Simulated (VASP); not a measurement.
A run of VASP 6.6.1 is set up as follows.

Contents of POSCAR:

```
As
1.0
    1.7950784285      1.0363890139      5.0542643309
   -1.7950784285      1.0363890139      5.0542643309
    0.0000000000     -2.0727780278      5.0542643309
As
2
Direct
    0.7883402482      0.7883402482      0.7883402482
    0.2116597518      0.2116597518      0.2116597518
```

File INCAR.step1:

```
SYSTEM = As
PREC = Accurate
ENCUT = 520
ISMEAR = -1
SIGMA = 0.6
LREAL = .False.
LASPH = .True.
NELM = 60
NBANDS = 12
GGA = PE
ALGO = Normal
EDIFF = 1E-4
LWAVE = .True.
LCHARG = .False.
```

Contents of INCAR.step2:

```
SYSTEM = As
PREC = Accurate
ENCUT = 520
EDIFF = 1E-7
ISMEAR = -1
SIGMA = 0.6
LREAL = .False.
LASPH = .True.
NELM = 60
ALGO = Normal
ISIF = 2
LWAVE = .False.
LCHARG = .False.
METAGGA = R2SCAN
LMIXTAU = .True.
NBANDS = 12
ISTART = 1
```

KPOINTS

```
Automatic mesh
0
Gamma
  10 10 10
  0 0 0
```

Potentials or basis: VASP PAW PBE potentials, release 64 (As).

Launch:

```sh
$ cat potpaw_PBE.64/As/POTCAR > POTCAR
$ cp INCAR.step1 INCAR
$ mpirun -np 1 vasp_std > vasp.out
$ cp INCAR.step2 INCAR
$ mpirun -np 1 vasp_std > vasp.out
```

**Question.** Estimate the band gap on the k mesh.

**Answer.** 0.64 eV (least direct gap 1.19 eV).

**Question.** Predict the largest force.

**Answer.** 0.097 eV/Å.

**Question.** Estimate the pressure.

**Answer.** 0.6 GPa.

Stress tensor (GPa, compression positive):
```
 1.01  0.00  0.00
 0.00  1.01  0.00
 0.00  0.00 -0.35
```

Caveat: the PAW data sets were made with another functional, which shifts forces and pressure a little. A k mesh can miss the band edges.
